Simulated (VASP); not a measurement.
# NbP (I4_1md) in VASP: a series of runs

NbP is run at these levels: r2SCAN; tasks: single point.

Program: VASP 6.6.1. These are calculated values, not measurements. Logs are shortened: lines on timing, memory, paths and dates and some standing lists are left out, and cuts for length are marked.

## (1) The cell of the first run

Symmetry: I4_1md, No. 109, tetragonal system. The conventional cell has a = 3.359 Å, b = 3.359 Å, c = 11.549 Å, α = 90.00°, β = 90.00°, γ = 90.00°. Within 3.4 Å of Nb (site symmetry 2mm) lie 6 P at 2.56 Å and 8 Nb at 3.34 to 3.36 Å. Within 3.4 Å of P (site symmetry 2mm) lie 6 Nb at 2.56 Å and 8 P at 3.34 to 3.36 Å.

## (2) Single point, r2SCAN (16.28 Å³/atom)

Contents of POSCAR:

```
NbP
1.0
   -1.6792913243      1.6792913243      5.7746080521
    1.6792913243     -1.6792913243      5.7746080521
    1.6792913243      1.6792913243     -5.7746080521
Nb P
2 2
Direct
    0.7497779827      0.7497779827      0.0000000000
    0.4997779827      0.9997779827      0.5000000000
    0.3328505923      0.3328505923      0.0000000000
    0.0828505923      0.5828505923      0.5000000000
```

Contents of INCAR.step1:

```
PREC = Accurate ; ENCUT = 520
ISMEAR = 0 ; SIGMA = 0.05
LREAL = False ; LASPH = True
NELM = 100 ; NBANDS = 26
GGA = PE ; ALGO = Normal
EDIFF = 1E-4 ; LWAVE = True
LCHARG = False
```

Contents of INCAR.step2:

```
PREC = Accurate ; ENCUT = 520
EDIFF = 1E-6 ; ISMEAR = 0
SIGMA = 0.05 ; LREAL = False
LASPH = True ; NELM = 100
ALGO = Normal ; ISIF = 2
LWAVE = False ; LCHARG = False
METAGGA = R2SCAN ; LMIXTAU = True
NBANDS = 26 ; ISTART = 1
```

Contents of KPOINTS:

```
Automatic mesh
0
Gamma
  16 16 16
```

Potentials or basis: VASP PAW PBE potentials, release 64 (Nb_sv, P).

The run is started by

```
> cat potpaw_PBE.64/Nb_sv/POTCAR potpaw_PBE.64/P/POTCAR > POTCAR
> cp INCAR.step1 INCAR
> mpirun -np 1 vasp_std > vasp.out
> cp INCAR.step2 INCAR
> mpirun -np 1 vasp_std > vasp.out
```

OUTCAR:

```text
PREC = Accurate
   ENCUT = 520
   EDIFF = 1E-6
   ISMEAR = 0
   LREAL = False
   LASPH = True
   NELM = 100
   ISIF = 2
   METAGGA = R2SCAN
   ISTART = 1

 ion  position               nearest neighbor table
   1  0.750  0.750  0.000-   4 2.56   4 2.56   3 2.56   3 2.56   3 2.56   3 2.56
   2  0.500  1.000  0.500-   3 2.56   3 2.56   4 2.56   4 2.56   4 2.56   4 2.56
   3  0.333  0.333  0.000-   2 2.56   2 2.56   1 2.56   1 2.56   1 2.56   1 2.56
   4  0.083  0.583  0.500-   1 2.56   1 2.56   2 2.56   2 2.56   2 2.56   2 2.56

  LATTYP: Found a body centered tetragonal cell.
 ALAT       =     3.3585826486
 C/A-ratio  =     3.4387172544

  Lattice vectors:

 A1 = (  -1.6792913243,   1.6792913243,   5.7746080521)
 A2 = (   1.6792913243,  -1.6792913243,   5.7746080521)
 A3 = (   1.6792913243,   1.6792913243,  -5.7746080521)

Analysis of symmetry for initial positions (statically):
=====================================================================
 Subroutine PRICEL returns:
 Original cell was already a primitive cell.

 Routine SETGRP: Setting up the symmetry group for a
 body centered tetragonal supercell.

 Subroutine GETGRP returns: Found  8 space group operations
 (whereof  4 operations were pure point group operations)
 out of a pool of 16 trial point group operations.

The static configuration has the point symmetry C_2v.
 The point group associated with its full space group is C_4v.

Analysis of symmetry for dynamics (positions and initial velocities):
=====================================================================
 Subroutine PRICEL returns:
 Original cell was already a primitive cell.

 Routine SETGRP: Setting up the symmetry group for a
 body centered tetragonal supercell.

 Subroutine GETGRP returns: Found  8 space group operations
 (whereof  4 operations were pure point group operations)
 out of a pool of 16 trial point group operations.

The dynamic configuration has the point symmetry C_2v.
 The point group associated with its full space group is C_4v.

 Subroutine INISYM returns: Found  8 space group operations
 (whereof  4 operations are pure point group operations),
 and found     1 'primitive' translations

----------------------------------------------------------------------------------------

                                     Primitive cell

  volume of cell :      65.1380

  direct lattice vectors                    reciprocal lattice vectors
    -1.679291324  1.679291324  5.774608052     0.000000000  0.297744645  0.086585963
     1.679291324 -1.679291324  5.774608052     0.297744645  0.000000000  0.086585963
     1.679291324  1.679291324 -5.774608052     0.297744645  0.297744645  0.000000000

  length of vectors
     6.243887960  6.243887960  6.243887960     0.310079027  0.310079027  0.421074516

  position of ions in fractional coordinates (direct lattice)
     0.749777983  0.749777983  0.000000000
     0.499777983  0.999777983  0.500000000
     0.332850592  0.332850592  0.000000000
     0.082850592  0.582850592  0.500000000

  ion indices of the primitive-cell ions
   primitive index   ion index
                 1           1
                 2           2
                 3           3
                 4           4

----------------------------------------------------------------------------------------

 KPOINTS: Automatic mesh

Automatic generation of k-mesh.
 Grid dimensions read from file:
 generate k-points for:   16   16   16

 Generating k-lattice:

  Cartesian coordinates                     Fractional coordinates (reciprocal lattice)
     0.000000000  0.018609040  0.005411623     0.062500000  0.000000000  0.000000000
     0.018609040  0.000000000  0.005411623     0.000000000  0.062500000  0.000000000
     0.018609040  0.018609040  0.000000000     0.000000000  0.000000000  0.062500000

  Length of vectors
     0.019379939  0.019379939  0.026317157

  Shift w.r.t. Gamma in fractional coordinates (k-lattice)
     0.000000000  0.000000000  0.000000000

 Subroutine IBZKPT returns following result:
 ===========================================

 Found    349 irreducible k-points:

 Following reciprocal coordinates:
            Coordinates               Weight
  0.000000  0.000000  0.000000      1.000000
  0.062500  0.000000 -0.000000      8.000000
  0.125000  0.000000 -0.000000      8.000000
  0.187500  0.000000 -0.000000      8.000000
  0.250000  0.000000 -0.000000      8.000000
  0.312500  0.000000 -0.000000      8.000000
[... 16 lines left out ...]
 -0.125000  0.062500  0.000000     16.000000
 -0.062500  0.062500  0.000000      4.000000
 [... further k-points ...]
   k-points           NKPTS =    349   k-points in BZ     NKDIM =    349   number of bands    NBANDS=     26
   number of dos      NEDOS =    301   number of ions     NIONS =      4
   total plane-waves  NPLWV = 110592
   dimension x,y,z NGX =    48 NGY =   48 NGZ =   48
   dimension x,y,z NGXF=    96 NGYF=   96 NGZF=   96
   ions per type =               2   2
   NGX,Y,Z   is equivalent  to a cutoff of  12.78, 12.78, 12.78 a.u.
   NGXF,Y,Z  is equivalent  to a cutoff of  25.56, 25.56, 25.56 a.u.
 SYSTEM =  unknown system
   PREC   = accura    normal or accurate (medium, high low for compatibility)
   ISTART =      1    job   : 0-new  1-cont  2-samecut
   ICHARG =      0    charge: 1-file 2-atom 10-const
   ISPIN  =      1    spin polarized calculation?
   LNONCOLLINEAR =      F non collinear calculations
   LSORBIT =      F    spin-orbit coupling
   LASPH  =      T    aspherical Exc in radial PAW
   ENCUT  =  520.0 eV  38.22 Ry    6.18 a.u.  11.61 11.61 11.61*2*pi/ulx,y,z
   NELM   =    100;   NELMIN=  2; NELMDL=  0     # of ELM steps
   EDIFF  = 0.1E-05   stopping-criterion for ELM
   LREAL  =      F    real-space projection
   EDIFFG = 0.1E-04   stopping-criterion for IOM
   NSW    =      0    number of steps for IOM
   IBRION =     -1    ionic relax: 0-MD 1-quasi-New 2-CG
   NFREE  =      0    steps in history (QN), initial steepest desc. (CG)
   ISIF   =      2    stress and relaxation
   ISYM   =      2    0-nonsym 1-usesym 2-fastsym
   POTIM  = 0.5000    time-step for ionic-motion
   TEBEG  =    0.0;   TEEND  =   0.0 temperature during run
   PSTRESS=    0.0 pullay stress
   NELECT =      36.0000    total number of electrons
   NUPDOWN=      -1.0000    fix difference up-down
   EMIN   =  10.00;   EMAX   =-10.00  energy-range for DOS
   EFERMI =   0.00;   METHOD = LEGACY
   ISMEAR =     0;   SIGMA  =   0.05  broadening in eV -4-tet -1-fermi 0-gaus
   EFERMI_NEDOS =   21; number of points for ismear=-14 and -15
   IALGO  =     38    algorithm
   IMIX   =      4    mixing-type and parameters
     AMIX     =   0.40;   BMIX     =  1.00
     AMIX_MAG =   1.60;   BMIX_MAG =  1.00
  volume/ion in A,a.u.               =      16.28       109.89
  Fermi-wavevector in a.u.,A,eV,Ry     =   1.343479  2.538807 24.557634  1.804935
  Thomas-Fermi vector in A             =   2.471549
   LORBIT       =      0    0 simple, 1 ext, 2 COOP (PROOUT), +10 PAW based schemes
   METAGGA = R2SCAN    functional components
   LHFCALC =     F    Hartree Fock is set to
   AEXX    =    0.0000 exact exchange contribution
   IVDW    =     0    specifies the selected vdW correction
   LEPSILON=     F    determine dielectric tensor
   LRPA    =     F    only Hartree local field effects (RPA)
 non-spin polarized calculation
 Gauss-broadening in eV      SIGMA  =   0.05
  energy-cutoff  :      520.00
  volume of cell :       65.14
 maximum number of plane-waves:      1770
   NGX = 23   NGY = 23   NGZ = 23

 number of electron      35.9999999 magnetization

 Free energy of the ion-electron system (eV)
  ---------------------------------------------------
  ext. energy  EPLUGINS =         0.00000000
  ---------------------------------------------------
  free energy    TOTEN  =       -72.04115540 eV

  energy without entropy =      -72.04056435  energy(sigma->0) =      -72.04085988

 E-fermi :  10.4491     XC(G=0): -12.7752

 val. band max:       10.4457458113   @ k =  -0.1250   0.4375   0.1250
 cond. band min:      10.4599080692   @ k =  -0.1875  -0.4375   0.1875
 fundamental gap:      0.0141622579
 Fermi energy:        10.4491129701

 k-point     1 :       0.0000    0.0000    0.0000
  band No.  band energies     occupation
      1     -46.4236      2.00000
      2     -46.3854      2.00000
      3     -21.9738      2.00000
      4     -21.7649      2.00000
      5     -21.7649      2.00000
      6     -21.6227      2.00000
[... 18 lines left out ...]
     25      14.6537      0.00000
     26      14.6537      0.00000

 k-point     2 :       0.0625    0.0000   -0.0000
  band No.  band energies     occupation
      1     -46.4226      2.00000
      2     -46.3850      2.00000
      3     -21.9701      2.00000
      4     -21.7758      2.00000
      5     -21.7641      2.00000
      6     -21.6340      2.00000
[... 18 lines left out ...]
     25      14.6412      0.00000
     26      14.8511      0.00000

 k-point     3 :       0.1250    0.0000   -0.0000
  band No.  band energies     occupation
      1     -46.4198      2.00000
      2     -46.3839      2.00000
      3     -21.9597      2.00000
      4     -21.8061      2.00000
      5     -21.7615      2.00000
      6     -21.6640      2.00000
[... 18 lines left out ...]
     25      14.8259      0.00000
     26      15.3418      0.00000

 k-point     4 :       0.1875    0.0000   -0.0000
  band No.  band energies     occupation
      1     -46.4155      2.00000
      2     -46.3822      2.00000
      3     -21.9467      2.00000
      4     -21.8482      2.00000
      5     -21.7577      2.00000
      6     -21.7062      2.00000
[... 18 lines left out ...]
     25      15.1333      0.00000
     26      15.9417      0.00000

 k-point     5 :       0.2500    0.0000   -0.0000
  band No.  band energies     occupation
      1     -46.4103      2.00000
      2     -46.3805      2.00000
      3     -21.9476      2.00000
      4     -21.8812      2.00000
      5     -21.7533      2.00000
      6     -21.7529      2.00000
[... 18 lines left out ...]
     25      15.3237      0.00000
     26      16.4827      0.00000

 k-point     6 :       0.3125    0.0000   -0.0000
  band No.  band energies     occupation
      1     -46.4049      2.00000
      2     -46.3789      2.00000
      3     -21.9831      2.00000
      4     -21.8828      2.00000
      5     -21.7926      2.00000
      6     -21.7487      2.00000
[... 427 lines left out ...]
 k-point    21 :      -0.2500    0.0625    0.0000
  band No.  band energies     occupation
      1     -46.4100      2.00000
      2     -46.3794      2.00000
      3     -21.9479      2.00000
      4     -21.8808      2.00000
      5     -21.7634      2.00000
      6     -21.7528      2.00000
[... 18 lines left out ...]
     25      15.4208      0.00000
     26      16.3675      0.00000

 k-point    22 :      -0.1875    0.0625    0.0000
  band No.  band energies     occupation
      1     -46.4151      2.00000
      2     -46.3813      2.00000
      3     -21.9477      2.00000
      4     -21.8468      2.00000
      5     -21.7679      2.00000
      6     -21.7057      2.00000
[... 18 lines left out ...]
     25      15.1996      0.00000
     26      15.8292      0.00000

 k-point    23 :      -0.1250    0.0625    0.0000
  band No.  band energies     occupation
      1     -46.4192      2.00000
      2     -46.3831      2.00000
      3     -21.9594      2.00000
      4     -21.8050      2.00000
      5     -21.7718      2.00000
      6     -21.6633      2.00000
[... 18 lines left out ...]
     25      14.8141      0.00000
     26      15.3117      0.00000

 k-point    24 :      -0.0625    0.0625    0.0000
  band No.  band energies     occupation
      1     -46.4218      2.00000
      2     -46.3844      2.00000
      3     -21.9681      2.00000
      4     -21.7762      2.00000
      5     -21.7734      2.00000
      6     -21.6348      2.00000
[... 18 lines left out ...]
     25      14.5950      0.00000
     26      14.9498      0.00000

 [... further k-points ...]
[... 5 lines left out ...]
  --------------------------------------------------------------------------------------
  -------------------------------------------------------------------------------------
  Total       -1.6631105     -1.6631105     -1.6334043      0.0000000      0.0000000      0.0000000
  in kB      -40.9069500    -40.9069500    -40.1762755      0.0000000      0.0000000      0.0000000
  external PRESSURE =     -40.6633918 kB  Pullay stress =       0.0000000 kB

 VOLUME and BASIS-vectors are now :
 -----------------------------------------------------------------------------
  energy-cutoff  :      520.00
  volume of cell :       65.14
      direct lattice vectors                 reciprocal lattice vectors
    -1.679291324  1.679291324  5.774608052     0.000000000  0.297744645  0.086585963
     1.679291324 -1.679291324  5.774608052     0.297744645  0.000000000  0.086585963
     1.679291324  1.679291324 -5.774608052     0.297744645  0.297744645  0.000000000

 POSITION                                       TOTAL-FORCE (eV/Angst)
 -----------------------------------------------------------------------------------
      0.00000      0.00000      8.65935         0.000000      0.000000      0.001527
      1.67929      0.00000      5.77204        -0.000000     -0.000000      0.001527
      0.00000      0.00000      3.84416         0.000000      0.000000     -0.001527
      1.67929     -0.00000      0.95686        -0.000000     -0.000000     -0.001527
 -----------------------------------------------------------------------------------
    total drift:                                0.000000      0.000000      0.000339

  FREE ENERGIE OF THE ION-ELECTRON SYSTEM (eV)
  ---------------------------------------------------
  free  energy   TOTEN  =       -72.0411554046 eV

  energy  without entropy=      -72.0405643489  energy(sigma->0) =      -72.04085988
```

It took 38 min on 1 thread of Intel Xeon 6975P-C (Granite Rapids), shared host; peak memory 0.72 GiB.

Results:

```yaml
Free_energy: -72.0412 eV
Pressure: -4.1 GPa
Band_gap_on_the_k_mesh: zero (bands 18 and 19 overlap by 0.04 eV)
```

Levels at points of the mesh, in eV from the Fermi level:
| k point | band 16 | band 17 | band 18 | band 19 | band 20 | band 21 |
| --- | --- | --- | --- | --- | --- | --- |
| (0.00, 0.00, 0.00) | -1.79 | -1.49 | -1.49 | 0.87 | 1.64 | 2.73 |
| (0.50, 0.00, 0.00) | -2.04 | -1.58 | -0.21 | 0.09 | 1.36 | 2.54 |
| (0.50, 0.50, 0.00) | -3.08 | -0.52 | -0.52 | 3.08 | 3.08 | 3.15 |
| (0.50, 0.50, 0.50) | -2.72 | -0.68 | -0.68 | 1.23 | 1.23 | 2.37 |

Caveat: the cell stands under tension; the PAW data sets were made with another functional, which shifts forces and pressure a little.

## (3) Single point, r2SCAN (16.60 Å³/atom)

This run uses another cell than the first one, of 16.60 Å³/atom.

Contents of POSCAR:

```
NbP
1.0
   -1.6884948588      1.6884948588      5.8238245524
    1.6884948588     -1.6884948588      5.8238245524
    1.6884948588      1.6884948588     -5.8238245524
Nb P
2 2
Direct
    0.7496997174      0.7496997174      0.0000000000
    0.4996997174      0.9996997174      0.5000000000
    0.3329288576      0.3329288576      0.0000000000
    0.0829288576      0.5829288576      0.5000000000
```

Contents of INCAR.step1:

```
ALGO = Normal
EDIFF = 1E-4
ENCUT = 520
GGA = PE
ISMEAR = 0
LASPH = T
LCHARG = F
LREAL = F
LWAVE = T
NBANDS = 26
NELM = 100
PREC = Accurate
SIGMA = 0.05
```

Contents of INCAR.step2:

```
ALGO = Normal
EDIFF = 1E-6
ENCUT = 520
ISIF = 2
ISMEAR = 0
ISTART = 1
LASPH = T
LCHARG = F
LMIXTAU = T
LREAL = F
LWAVE = F
METAGGA = R2SCAN
NBANDS = 26
NELM = 100
PREC = Accurate
SIGMA = 0.05
```

Contents of KPOINTS:

```
k-points
0
Gamma
  16 16 16
```

Potentials or basis: VASP PAW PBE potentials, release 64 (Nb_sv, P).

The run is started by

```
> cat potpaw_PBE.64/Nb_sv/POTCAR potpaw_PBE.64/P/POTCAR > POTCAR
> cp INCAR.step1 INCAR
> mpirun -np 1 vasp_std > vasp.out
> cp INCAR.step2 INCAR
> mpirun -np 1 vasp_std > vasp.out
```

Wall time 33 min (1 thread of Intel Xeon 6975P-C (Granite Rapids), shared host); peak memory 0.72 GiB.

Results (log left out):

| Quantity | Value |
| --- | --- |
| Free energy | -71.9960 eV |
| Pressure | -7.4 GPa |
| Band gap on the k mesh | zero (bands 18 and 19 overlap by 0.06 eV) |

Forces on the atoms (eV/Å):
```
Nb   0.000  0.000  0.003
Nb   0.000  0.000  0.003
P    0.000  0.000 -0.003
P    0.000  0.000 -0.003
```

Stress tensor (GPa, compression positive):
```
-7.38  0.00  0.00
 0.00 -7.38  0.00
 0.00  0.00 -7.30
```

Levels at points of the mesh, in eV from the Fermi level:
| k point | band 14 | band 15 | band 16 | band 17 | band 18 | band 19 | band 20 | band 21 | band 22 | band 23 |
| --- | --- | --- | --- | --- | --- | --- | --- | --- | --- | --- |
| (0.00, 0.00, 0.00) | -2.38 | -2.16 | -1.76 | -1.48 | -1.48 | 0.86 | 1.59 | 2.65 | 3.14 | 3.14 |
| (0.50, 0.00, 0.00) | -3.33 | -2.43 | -2.04 | -1.55 | -0.23 | 0.09 | 1.32 | 2.45 | 2.67 | 3.30 |
| (0.50, 0.50, 0.00) | -4.81 | -3.07 | -3.07 | -0.52 | -0.52 | 2.99 | 2.99 | 3.06 | 3.06 | 4.03 |
| (0.50, 0.50, 0.50) | -2.82 | -2.65 | -2.65 | -0.70 | -0.70 | 1.20 | 1.20 | 2.29 | 2.29 | 3.55 |

Caveat: the cell stands under tension; the PAW data sets were made with another functional, which shifts forces and pressure a little.
